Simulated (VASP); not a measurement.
Set up this calculation in VASP 6.6.1, as the native input.

```yaml
Task: single point
Functional: PBEsol
Potentials_or_basis: VASP PAW PBE potentials, release 64 (W_sv, Se)
Cutoff: 520 eV
k_mesh: 12 × 12 × 2
Occupations: gaussian, width 0.02 eV
Spin: no spin polarisation
Dipole_correction: no
Further_INCAR_settings: ALGO = Normal; EDIFF = 1e-06; NBANDS = 35
```

The structure of WSe2 lies in POSCAR:

```
WSe2
1.0
    3.3038068174      0.0000000000      0.0000000000
   -1.6519034087      2.8611806331      0.0000000000
    0.0000000000      0.0000000000     13.1443298391
W Se
2 4
Direct
    0.6666666667      0.3333333333      0.7500000000
    0.3333333333      0.6666666667      0.2500000000
    0.3333333333      0.6666666667      0.8766071857
    0.6666666667      0.3333333333      0.3766071857
    0.3333333333      0.6666666667      0.6233928143
    0.6666666667      0.3333333333      0.1233928143
```

This cell differs from its parent crystal: biaxial strain in the a-b plane: +1.0 %.

The input as run:

INCAR

```
PREC     = Accurate       # precision mode
ENCUT    = 520            # plane-wave cutoff, eV
EDIFF    = 1E-6           # SCF threshold, eV
ISMEAR   = 0              # smearing method
SIGMA    = 0.02           # smearing width, eV
LREAL    = False          # projectors in reciprocal space
LASPH    = True           # aspherical terms in the spheres
NELM     = 80             # most SCF steps
ALGO     = Normal         # electronic algorithm
ISIF     = 2              # what is computed and relaxed
LWAVE    = False          # write WAVECAR
LCHARG   = False          # write CHGCAR
GGA      = PS             # functional
NBANDS   = 35             # bands
```

KPOINTS

```
Automatic mesh
0
Gamma
  12 12 2
```

Potentials or basis: VASP PAW PBE potentials, release 64 (W_sv, Se).

The run is started by

```bash
$ cat potpaw_PBE.64/W_sv/POTCAR potpaw_PBE.64/Se/POTCAR > POTCAR
$ mpirun -np 1 vasp_std > vasp.out
```

It gave:

* Pressure: -1.3 GPa
* Largest force: 0.016 eV/Å
* Band gap on the k mesh: 1.00 eV (least direct gap 1.47 eV)

Caveat: the cell differs from its parent crystal (biaxial strain in the a-b plane: +1.0 %); the PAW data sets were made with another functional, which shifts forces and pressure a little; spin-orbit coupling is left out, which moves the levels of the heavy elements; this functional lacks dispersion, which binds layers or chains, so the pressure and a relaxed spacing across them are unreliable.

It took 96 s on 1 thread of AMD EPYC 9R45 96-Core Processor (Zen 5) (shared host), peak memory 0.3 GiB.
